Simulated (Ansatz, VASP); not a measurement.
# One calculation of Zn, two programs

Contents of INCAR:

```
SYSTEM = Zn
ALGO     = Fast           ! electronic algorithm
EDIFF    = 1E-6           ! SCF threshold, eV
ENCUT    = 520            ! plane-wave cutoff, eV
GGA      = PE             ! functional
ISIF     = 2              ! what is computed and relaxed
ISMEAR   = 0              ! smearing method
LASPH    = .TRUE.         ! aspherical terms in the spheres
LCHARG   = .FALSE.        ! write CHGCAR
LREAL    = .FALSE.        ! projectors in reciprocal space
LWAVE    = .FALSE.        ! write WAVECAR
NBANDS   = 19             ! bands
NELM     = 60             ! most SCF steps
PREC     = Accurate       ! precision mode
SIGMA    = 0.15           ! smearing width, eV
```

KPOINTS

```
k-points
0
G
  24 24 10
  0 0 0
```

The input POSCAR:

```
Zn
1.0
    2.6647980532      0.0000000000      0.0000000000
   -1.3323990266      2.3077828100      0.0000000000
    0.0000000000      0.0000000000      4.9467000000
Zn
2
Direct
    0.3116675163      0.6233350327      0.2500000000
    0.6666666667      0.3333333333      0.7500000000
```

Input for Ansatz:

```yaml
crystal:
  lattice:
    - [2.6647980532, 0.0, 0.0]
    - [-1.3323990266, 2.30778281, 0.0]
    - [0.0, 0.0, 4.9467]
  atoms:
    - { symbol: Zn, position: [0.3116675163, 0.6233350327, 0.25] }
    - { symbol: Zn, position: [0.6666666667, 0.3333333333, 0.75] }
basis:
  ecutwfc: 420
kpoints:
  mp_grid: { grid: [24, 24, 10] }
hamiltonian:
  xc: pbe
scf:
  occupations: { method: gaussian, width: 0.15 }
output:
  forces: true
  stress: true
  eigenvalues: true
```

Alike in both runs: task single point; functional PBE; k mesh 24 × 24 × 10; occupations gaussian, width 0.15 eV; no spin polarisation.

```csv
,VASP,Ansatz
version,VASP 6.6.1,Ansatz 0.2.0
potentials or method,"VASP PAW PBE potentials, release 64 (Zn), cutoff 520 eV","scalar-relativistic, plane waves, PAW"
valence electrons in the cell,24,24
```

|  | VASP | Ansatz | Ansatz less VASP |
| --- | --- | --- | --- |
| gap on the k mesh at the Fermi level (eV) | none | none | - |
| pressure (GPa) | 0.2 | -0.3 | -0.45 |
| traceless stress, the component that is largest in VASP (GPa) | 1.34 | 1.47 | +0.133 |
| rms of the force components (eV/Å) | 0.027 | 0.027 | -0.0004 |

Atom by atom the forces differ by 0.000 eV/Å (rms over components). A gap of «none» marks a metal or a gap that the smearing closes. With one functional, cell and mesh, what is left measures potentials, basis and numerics.
